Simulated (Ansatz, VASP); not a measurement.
This is a calculation of NaCl for VASP 6.6.1.

The input POSCAR:

```
NaCl
1.0
    0.0000000000      2.7753105505      2.7753105505
    2.7753105505      0.0000000000      2.7753105505
    2.7753105505      2.7753105505      0.0000000000
Cl Na
1 1
Direct
    0.5000000000      0.5000000000      0.5000000000
    0.0000000000      0.0000000000      0.0000000000
```

INCAR.step1

```
PREC = Accurate
ENCUT = 520
ISMEAR = -1
SIGMA = 0.05
LREAL = False
LASPH = True
NELM = 60
NBANDS = 14
GGA = PE
ALGO = Normal
EDIFF = 1E-4
LWAVE = True
LCHARG = False
```

The input INCAR.step2:

```
PREC = Accurate
ENCUT = 520
EDIFF = 1E-6
ISMEAR = -1
SIGMA = 0.05
LREAL = False
LASPH = True
NELM = 60
ALGO = Normal
ISIF = 2
LWAVE = False
LCHARG = False
METAGGA = R2SCAN
LMIXTAU = True
NBANDS = 14
ISTART = 1
```

File KPOINTS:

```
Automatic mesh
0
Gamma
  8 8 8
```

Potentials or basis: VASP PAW PBE potentials, release 64 (Cl, Na_pv).

The run is started by

```sh
$ cat potpaw_PBE.64/Cl/POTCAR potpaw_PBE.64/Na_pv/POTCAR > POTCAR
$ cp INCAR.step1 INCAR
$ mpirun -np 1 vasp_std > vasp.out
$ cp INCAR.step2 INCAR
$ mpirun -np 1 vasp_std > vasp.out
```

Q: Set up the same calculation for Ansatz 0.2.0. Potentials there: Ansatz PAW.

A: As run (the cutoff follows the program's own potentials):

Contents of input.yaml:

```yaml
crystal:
  lattice:
    - [0.0, 2.7753105505, 2.7753105505]
    - [2.7753105505, 0.0, 2.7753105505]
    - [2.7753105505, 2.7753105505, 0.0]
  atoms:
    - { symbol: Cl, position: [0.5, 0.5, 0.5] }
    - { symbol: Na, position: [0.0, 0.0, 0.0] }
hamiltonian:
  xc: r2scan
  pseudopotentials: { kind: paw }
kpoints:
  mp_grid: { grid: [8, 8, 8] }
scf:
  occupations: { method: fermi_dirac, width: 0.05 }
output:
  forces: true
  stress: true
  eigenvalues: true
```

Potentials or basis: Ansatz PAW.

Command:

```bash
$ ansatz run input.yaml --threads 1 --pin off --max-ram 3584MiB --backend cpu --events-out ev --progress --plain --runs-dir out
```

Both were run:

|  | VASP | Ansatz | Ansatz less VASP |
| --- | --- | --- | --- |
| gap on the k mesh at the Fermi level (eV) | 6.13 | 6.10 | -0.022 |
| least direct gap on the mesh (eV) | 6.13 | 6.10 | -0.022 |
| pressure (GPa) | 0.7 | 0.9 | +0.16 |

VASP's potentials were made for PBE, not for r2SCAN. With one functional, cell and mesh, what is left measures potentials, basis and numerics. VASP's potentials hold 14 valence electrons a cell and Ansatz's 16, so a difference there can come from the potentials and not from the codes.
